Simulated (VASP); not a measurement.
# BiPt3 (Pm-3m) in VASP: further runs

BiPt3 is run at these levels: PBE; tasks: single point.

Program: VASP 6.6.1. These are calculated values, not measurements. Logs are shortened: lines on timing, memory, paths and dates and some standing lists are left out, and cuts for length are marked.

## (1) The cell of the first run

The structure is cubic, space group Pm-3m (No. 221). The conventional cell has a = 4.079 Å, b = 4.079 Å, c = 4.079 Å, α = 90.00°, β = 90.00°, γ = 90.00°. Within 3.8 Å of Bi (site symmetry m-3m) lie 12 Pt at 2.88 Å. Within 3.8 Å of Pt (site symmetry 4/mmm) lie 4 Bi at 2.88 Å and 8 Pt at 2.88 Å.

## (2) Single point, PBE

The input, INCAR:

```
PREC = Accurate ; ENCUT = 520
EDIFF = 1E-7 ; ISMEAR = -1
SIGMA = 0.15 ; LREAL = F
LASPH = T ; NELM = 80
ALGO = Normal ; ISIF = 2
LWAVE = F ; LCHARG = T
GGA = PE ; LELF = T
LVHAR = T ; NBANDS = 30
```

The input, KPOINTS:

```
regular mesh
0
Gamma
  6 6 6
```

The input, POSCAR:

```
BiPt3
1.0
    4.0791061445      0.0000000000      0.0000000000
    0.0000000000      4.0791061445      0.0000000000
    0.0000000000      0.0000000000      4.0791061445
Bi Pt
1 3
Direct
    0.0000000000      0.0000000000      0.0000000000
    0.0000000000      0.5000000000      0.5000000000
    0.5000000000      0.0000000000      0.5000000000
    0.5000000000      0.5000000000      0.0000000000
```

Potentials or basis: VASP PAW PBE potentials, release 64 (Bi_d, Pt).

Started as:

```bash
> cat potpaw_PBE.64/Bi_d/POTCAR potpaw_PBE.64/Pt/POTCAR > POTCAR
> mpirun -np 1 vasp_std > vasp.out
```

OUTCAR:

```text
PREC = Accurate
   ENCUT = 520
   EDIFF = 1E-7
   ISMEAR = -1
   LREAL = F
   LASPH = T
   NELM = 80
   ISIF = 2
   GGA = PE

 ion  position               nearest neighbor table
   1  0.000  0.000  0.000-   2 2.88   3 2.88   4 2.88   2 2.88   3 2.88   2 2.88   4 2.88   2 2.88
                             3 2.88   4 2.88   3 2.88   4 2.88
   2  0.000  0.500  0.500-   1 2.88   3 2.88   4 2.88   1 2.88   4 2.88   1 2.88   3 2.88   1 2.88
                             3 2.88   4 2.88   4 2.88   3 2.88
   3  0.500  0.000  0.500-   1 2.88   2 2.88   4 2.88   1 2.88   4 2.88   2 2.88   4 2.88   4 2.88
                             1 2.88   2 2.88   1 2.88   2 2.88
   4  0.500  0.500  0.000-   1 2.88   2 2.88   3 2.88   2 2.88   3 2.88   1 2.88   3 2.88   3 2.88
                             1 2.88   2 2.88   2 2.88   1 2.88

  LATTYP: Found a simple cubic cell.
 ALAT       =     4.0791061445

  Lattice vectors:

 A1 = (   4.0791061445,   0.0000000000,   0.0000000000)
 A2 = (   0.0000000000,   4.0791061445,   0.0000000000)
 A3 = (   0.0000000000,   0.0000000000,   4.0791061445)

Analysis of symmetry for initial positions (statically):
=====================================================================
 Subroutine PRICEL returns:
 Original cell was already a primitive cell.

 Routine SETGRP: Setting up the symmetry group for a
 simple cubic supercell.

 Subroutine GETGRP returns: Found 48 space group operations
 (whereof 48 operations were pure point group operations)
 out of a pool of 48 trial point group operations.

The static configuration has the point symmetry O_h .

Analysis of symmetry for dynamics (positions and initial velocities):
=====================================================================
 Subroutine PRICEL returns:
 Original cell was already a primitive cell.

 Routine SETGRP: Setting up the symmetry group for a
 simple cubic supercell.

 Subroutine GETGRP returns: Found 48 space group operations
 (whereof 48 operations were pure point group operations)
 out of a pool of 48 trial point group operations.

The dynamic configuration has the point symmetry O_h .

 Subroutine INISYM returns: Found 48 space group operations
 (whereof 48 operations are pure point group operations),
 and found     1 'primitive' translations

----------------------------------------------------------------------------------------

                                     Primitive cell

  volume of cell :      67.8727

  direct lattice vectors                    reciprocal lattice vectors
     4.079106144  0.000000000  0.000000000     0.245151748  0.000000000  0.000000000
     0.000000000  4.079106144  0.000000000     0.000000000  0.245151748  0.000000000
     0.000000000  0.000000000  4.079106144     0.000000000  0.000000000  0.245151748

  length of vectors
     4.079106144  4.079106144  4.079106144     0.245151748  0.245151748  0.245151748

  position of ions in fractional coordinates (direct lattice)
     0.000000000  0.000000000  0.000000000
     0.000000000  0.500000000  0.500000000
     0.500000000  0.000000000  0.500000000
     0.500000000  0.500000000  0.000000000

  ion indices of the primitive-cell ions
   primitive index   ion index
                 1           1
                 2           2
                 3           3
                 4           4

----------------------------------------------------------------------------------------

 KPOINTS: regular mesh

Automatic generation of k-mesh.
 Grid dimensions read from file:
 generate k-points for:    6    6    6

 Generating k-lattice:

  Cartesian coordinates                     Fractional coordinates (reciprocal lattice)
     0.040858625  0.000000000  0.000000000     0.166666667  0.000000000  0.000000000
     0.000000000  0.040858625  0.000000000     0.000000000  0.166666667  0.000000000
     0.000000000  0.000000000  0.040858625     0.000000000  0.000000000  0.166666667

  Length of vectors
     0.040858625  0.040858625  0.040858625

  Shift w.r.t. Gamma in fractional coordinates (k-lattice)
     0.000000000  0.000000000  0.000000000

 Subroutine IBZKPT returns following result:
 ===========================================

 Found     20 irreducible k-points:

 Following reciprocal coordinates:
            Coordinates               Weight
  0.000000  0.000000  0.000000      1.000000
  0.166667  0.000000  0.000000      6.000000
  0.333333  0.000000  0.000000      6.000000
  0.500000  0.000000  0.000000      3.000000
  0.166667  0.166667  0.000000     12.000000
  0.333333  0.166667  0.000000     24.000000
[... 12 lines left out ...]
  0.500000  0.500000  0.333333      6.000000
  0.500000  0.500000  0.500000      1.000000
   k-points           NKPTS =     20   k-points in BZ     NKDIM =     20   number of bands    NBANDS=     30
   number of dos      NEDOS =    301   number of ions     NIONS =      4
   total plane-waves  NPLWV =  27000
   dimension x,y,z NGX =    30 NGY =   30 NGZ =   30
   dimension x,y,z NGXF=    60 NGYF=   60 NGZF=   60
   ions per type =               1   3
   NGX,Y,Z   is equivalent  to a cutoff of  12.23, 12.23, 12.23 a.u.
   NGXF,Y,Z  is equivalent  to a cutoff of  24.45, 24.45, 24.45 a.u.
 SYSTEM =  unknown system
   PREC   = accura    normal or accurate (medium, high low for compatibility)
   ISTART =      0    job   : 0-new  1-cont  2-samecut
   ICHARG =      2    charge: 1-file 2-atom 10-const
   ISPIN  =      1    spin polarized calculation?
   LNONCOLLINEAR =      F non collinear calculations
   LSORBIT =      F    spin-orbit coupling
   LASPH  =      T    aspherical Exc in radial PAW
   ENCUT  =  520.0 eV  38.22 Ry    6.18 a.u.   7.58  7.58  7.58*2*pi/ulx,y,z
   NELM   =     80;   NELMIN=  2; NELMDL= -5     # of ELM steps
   EDIFF  = 0.1E-06   stopping-criterion for ELM
   LREAL  =      F    real-space projection
   EDIFFG = 0.1E-05   stopping-criterion for IOM
   NSW    =      0    number of steps for IOM
   IBRION =     -1    ionic relax: 0-MD 1-quasi-New 2-CG
   NFREE  =      0    steps in history (QN), initial steepest desc. (CG)
   ISIF   =      2    stress and relaxation
   ISYM   =      2    0-nonsym 1-usesym 2-fastsym
   POTIM  = 0.5000    time-step for ionic-motion
   TEBEG  =    0.0;   TEEND  =   0.0 temperature during run
   PSTRESS=    0.0 pullay stress
   NELECT =      45.0000    total number of electrons
   NUPDOWN=      -1.0000    fix difference up-down
   EMIN   =  10.00;   EMAX   =-10.00  energy-range for DOS
   EFERMI =   0.00;   METHOD = LEGACY
   ISMEAR =    -1;   SIGMA  =   0.15  broadening in eV -4-tet -1-fermi 0-gaus
   EFERMI_NEDOS =   21; number of points for ismear=-14 and -15
   IALGO  =     38    algorithm
   IMIX   =      4    mixing-type and parameters
     AMIX     =   0.40;   BMIX     =  1.00
     AMIX_MAG =   1.60;   BMIX_MAG =  1.00
  volume/ion in A,a.u.               =      16.97       114.51
  Fermi-wavevector in a.u.,A,eV,Ry     =   1.427515  2.697612 27.725937  2.037799
  Thomas-Fermi vector in A             =   2.547676
   LORBIT       =      0    0 simple, 1 ext, 2 COOP (PROOUT), +10 PAW based schemes
   GGA     = PE    functional components
   LHFCALC =     F    Hartree Fock is set to
   AEXX    =    0.0000 exact exchange contribution
   IVDW    =     0    specifies the selected vdW correction
   LEPSILON=     F    determine dielectric tensor
   LRPA    =     F    only Hartree local field effects (RPA)
 non-spin polarized calculation
  energy-cutoff  :      520.00
  volume of cell :       67.87
 maximum number of plane-waves:      1856
   NGX = 15   NGY = 15   NGZ = 15

 number of electron      44.9999981 magnetization

 Free energy of the ion-electron system (eV)
  ---------------------------------------------------
  ext. energy  EPLUGINS =         0.00000000
  ---------------------------------------------------
  free energy    TOTEN  =       -21.99282755 eV

  energy without entropy =      -21.75862227  energy(sigma->0) =      -21.87572491

 E-fermi :  11.7473     XC(G=0): -12.9572

 val. band max:       11.7347941995   @ k =   0.5000   0.3333   0.3333
 cond. band min:      11.8443599366   @ k =   0.5000   0.3333   0.1667
 fundamental gap:      0.1095657371
 Fermi energy:        11.7473365448

 k-point     1 :       0.0000    0.0000    0.0000
  band No.  band energies     occupation
      1     -11.7057      2.00000
      2     -11.7057      2.00000
      3     -11.6858      2.00000
      4     -11.6858      2.00000
      5     -11.6858      2.00000
      6      -2.1960      2.00000
[... 22 lines left out ...]
     29      18.6148      0.00000
     30      18.6148      0.00000

 k-point     2 :       0.1667    0.0000    0.0000
  band No.  band energies     occupation
      1     -11.7021      2.00000
      2     -11.6944      2.00000
      3     -11.6852      2.00000
      4     -11.6827      2.00000
      5     -11.6827      2.00000
      6      -1.9586      2.00000
[... 22 lines left out ...]
     29      18.6943      0.00000
     30      19.9314      0.00000

 k-point     3 :       0.3333    0.0000    0.0000
  band No.  band energies     occupation
      1     -11.6949      2.00000
      2     -11.6840      2.00000
      3     -11.6765      2.00000
      4     -11.6765      2.00000
      5     -11.6718      2.00000
      6      -1.3586      2.00000
[... 22 lines left out ...]
     29      18.1467      0.00000
     30      18.9613      0.00000

 k-point     4 :       0.5000    0.0000    0.0000
  band No.  band energies     occupation
      1     -11.6913      2.00000
      2     -11.6834      2.00000
      3     -11.6734      2.00000
      4     -11.6734      2.00000
      5     -11.6605      2.00000
      6      -0.9409      2.00000
[... 484 lines left out ...]
     29      21.4448      0.00000
     30      21.9595      0.00000

 k-point    19 :       0.5000    0.5000    0.3333
  band No.  band energies     occupation
      1     -11.7027      2.00000
      2     -11.6958      2.00000
      3     -11.6958      2.00000
      4     -11.6499      2.00000
      5     -11.6397      2.00000
      6      -0.5131      2.00000
[... 22 lines left out ...]
     29      21.8229      0.00000
     30      23.3069      0.00000

 k-point    20 :       0.5000    0.5000    0.5000
  band No.  band energies     occupation
      1     -11.7033      2.00000
      2     -11.7033      2.00000
      3     -11.7033      2.00000
      4     -11.6416      2.00000
      5     -11.6416      2.00000
      6      -0.5681      2.00000
[... 22 lines left out ...]
     29      22.9048      0.00000
     30      22.9048      0.00000

------------------------ aborting loop because EDIFF is reached ----------------------------------------

  FORCE on cell =-STRESS in cart. coord.  units (eV):
  Direction    XX          YY          ZZ          XY          YZ          ZX
  --------------------------------------------------------------------------------------
  -------------------------------------------------------------------------------------
  Total        5.8853998      5.8853998      5.8853998      0.0000000     -0.0000000      0.0000000
  in kB      138.9285593    138.9285593    138.9285593      0.0000000     -0.0000000      0.0000000
  external PRESSURE =     138.9285593 kB  Pullay stress =       0.0000000 kB

 VOLUME and BASIS-vectors are now :
 -----------------------------------------------------------------------------
  energy-cutoff  :      520.00
  volume of cell :       67.87
      direct lattice vectors                 reciprocal lattice vectors
     4.079106144  0.000000000  0.000000000     0.245151748  0.000000000  0.000000000
     0.000000000  4.079106144  0.000000000     0.000000000  0.245151748  0.000000000
     0.000000000  0.000000000  4.079106144     0.000000000  0.000000000  0.245151748

 POSITION                                       TOTAL-FORCE (eV/Angst)
 -----------------------------------------------------------------------------------
      0.00000      0.00000      0.00000         0.000000      0.000000      0.000000
      0.00000      2.03955      2.03955         0.000000      0.000000      0.000000
      2.03955      0.00000      2.03955         0.000000      0.000000      0.000000
      2.03955      2.03955      0.00000         0.000000      0.000000      0.000000
 -----------------------------------------------------------------------------------
    total drift:                                0.000000      0.000000     -0.000000

  FREE ENERGIE OF THE ION-ELECTRON SYSTEM (eV)
  ---------------------------------------------------
  free  energy   TOTEN  =       -21.9928275487 eV

  energy  without entropy=      -21.7586222737  energy(sigma->0) =      -21.87572491
```

It took 64 s on 1 thread of AMD EPYC 7R13 (Zen 3), shared host; peak memory 0.15 GiB.

Results:

```
Free energy : -21.9928 eV
Pressure    : 13.9 GPa
```

Levels at points of the mesh, in eV from the Fermi level:
| k point | band 19 | band 20 | band 21 | band 22 | band 23 | band 24 | band 25 | band 26 |
| --- | --- | --- | --- | --- | --- | --- | --- | --- |
| (0.00, 0.00, 0.00) | -1.37 | -1.37 | -0.61 | -0.43 | -0.08 | -0.08 | -0.08 | 5.60 |
| (0.50, 0.00, 0.00) | -2.55 | -2.46 | -1.27 | -0.39 | -0.08 | 2.71 | 2.71 | 4.97 |
| (0.50, 0.50, 0.00) | -2.67 | -2.22 | -2.08 | -1.95 | 0.51 | 0.51 | 3.42 | 5.19 |
| (0.50, 0.50, 0.50) | -2.17 | -2.17 | -1.38 | -0.83 | -0.51 | -0.51 | -0.51 | 3.14 |

Caveat: spin-orbit coupling is left out, which moves the levels of the heavy elements.

## (3) Single point, PBE

This run uses another cell than the first one, of 17.43 Å³/atom, 1.027 times its volume.

The input, INCAR:

```
SYSTEM = BiPt3
ALGO     = Normal         ! electronic algorithm
EDIFF    = 1E-6           ! SCF threshold, eV
ENCUT    = 520            ! plane-wave cutoff, eV
GGA      = PE             ! functional
ISIF     = 2              ! what is computed and relaxed
ISMEAR   = -1             ! smearing method
LASPH    = .TRUE.         ! aspherical terms in the spheres
LCHARG   = .FALSE.        ! write CHGCAR
LREAL    = .FALSE.        ! projectors in reciprocal space
LWAVE    = .FALSE.        ! write WAVECAR
NBANDS   = 30             ! bands
NELM     = 80             ! most SCF steps
PREC     = Accurate       ! precision mode
SIGMA    = 0.15           ! smearing width, eV
```

The input, KPOINTS:

```
k-points
0
G
  6 6 6
  0 0 0
```

The input, POSCAR:

```
BiPt3
1.0
    4.1155286622      0.0000000000      0.0000000000
    0.0000000000      4.1155286622      0.0000000000
    0.0000000000      0.0000000000      4.1155286622
Bi Pt
1 3
Direct
    0.0000000000      0.0000000000      0.0000000000
    0.0000000000      0.5000000000      0.5000000000
    0.5000000000      0.0000000000      0.5000000000
    0.5000000000      0.5000000000      0.0000000000
```

Potentials or basis: VASP PAW PBE potentials, release 64 (Bi_d, Pt).

Started as:

```bash
> cat potpaw_PBE.64/Bi_d/POTCAR potpaw_PBE.64/Pt/POTCAR > POTCAR
> mpirun -np 1 vasp_std > vasp.out
```

It used 56 s of CPU time on 1 thread of AMD EPYC 7R13 Processor (Zen 3), with other jobs on the host.

Results (log left out):

```yaml
Free_energy: -22.1191 eV
Pressure: 8.1 GPa
```

Levels at points of the mesh, in eV from the Fermi level:
```csv
k point,band 18,band 19,band 20,band 21,band 22,band 23,band 24,band 25,band 26,band 27
"(0.00, 0.00, 0.00)",-2.08,-1.31,-1.31,-0.58,-0.55,-0.08,-0.08,-0.08,5.43,5.43
"(0.50, 0.00, 0.00)",-2.43,-2.43,-2.35,-1.22,-0.44,-0.08,2.65,2.65,4.93,4.93
"(0.50, 0.50, 0.00)",-2.64,-2.56,-2.12,-2.01,-1.86,0.49,0.49,3.38,5.03,6.25
"(0.50, 0.50, 0.50)",-2.52,-2.08,-2.08,-1.41,-0.70,-0.49,-0.49,-0.49,3.03,3.03
```

Caveat: spin-orbit coupling is left out, which moves the levels of the heavy elements.
